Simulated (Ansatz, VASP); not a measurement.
# Two plane-wave programs on Re2Pd

The input INCAR:

```
SYSTEM = Re2Pd
  PREC = Accurate
  ENCUT = 600
  EDIFF = 1E-6
  ISMEAR = 0
  SIGMA = 0.1
  LREAL = .FALSE.
  LASPH = .TRUE.
  NELM = 80
  ALGO = Fast
  ISIF = 3
  LWAVE = .FALSE.
  LCHARG = .FALSE.
  GGA = PE
  IBRION = 2
  NSW = 100
  EDIFFG = -0.01
```

KPOINTS

```
regular mesh
0
G
  14 14 14
  0 0 0
```

POSCAR

```
Re2Pd
1.0
    0.0000000000      2.9696239689      2.9696239689
    2.9696239689      0.0000000000      2.9696239689
    2.9696239689      2.9696239689      0.0000000000
Re Pd
2 1
Direct
    0.2500000000      0.2500000000      0.2500000000
    0.7500000000      0.7500000000      0.7500000000
    0.0000000000      0.0000000000      0.0000000000
```

Input for Ansatz:

```yaml
crystal:
  lattice:
    - [0.0, 2.9696239689, 2.9696239689]
    - [2.9696239689, 0.0, 2.9696239689]
    - [2.9696239689, 2.9696239689, 0.0]
  atoms:
    - { symbol: Re, position: [0.25, 0.25, 0.25] }
    - { symbol: Re, position: [0.75, 0.75, 0.75] }
    - { symbol: Pd, position: [0.0, 0.0, 0.0] }
basis:
  ecutwfc: 420
kpoints:
  mp_grid: { grid: [14, 14, 14] }
hamiltonian:
  xc: pbe
scf:
  occupations: { method: gaussian, width: 0.1 }
output:
  forces: true
  stress: true
  eigenvalues: true
  write_density: true
  write_potential: true
  elf: true
  volumetric_format: npy
relax:
  adjacent_minimum: "off"
  f_tol: 0.01
  max_steps: 80
  cell: { stress_tol: 0.05 }
```

Alike in both runs: task relaxation of cell and atoms; functional PBE; k mesh 14 × 14 × 14; occupations gaussian, width 0.1 eV; no spin polarisation.

```csv
,VASP,Ansatz
version,VASP 6.6.1,Ansatz 0.2.0
potentials or method,"VASP PAW PBE potentials, release 64 (Re, Pd), cutoff 600 eV","scalar-relativistic, plane waves, PAW"
valence electrons in the cell,24,48
```

Ansatz gave:

| Item | Value |
| --- | --- |
| gap on the k mesh at the Fermi level, each at its own relaxed structure (eV) | none |
| relaxed volume (Å³/atom) | 17.49 |
| relaxed cell length with the largest relative difference (Å) | 4.202 |

What did VASP give for the same quantities?

gap on the k mesh at the Fermi level, each at its own relaxed structure (eV): none; relaxed volume (Å³/atom): 17.43; relaxed cell length with the largest relative difference (Å): 4.197.

A gap of «none» marks a metal or a gap that the smearing closes. VASP's potentials hold 24 valence electrons a cell and Ansatz's 48, so a difference there can come from the potentials and not from the codes.

Spin-orbit coupling is off throughout.
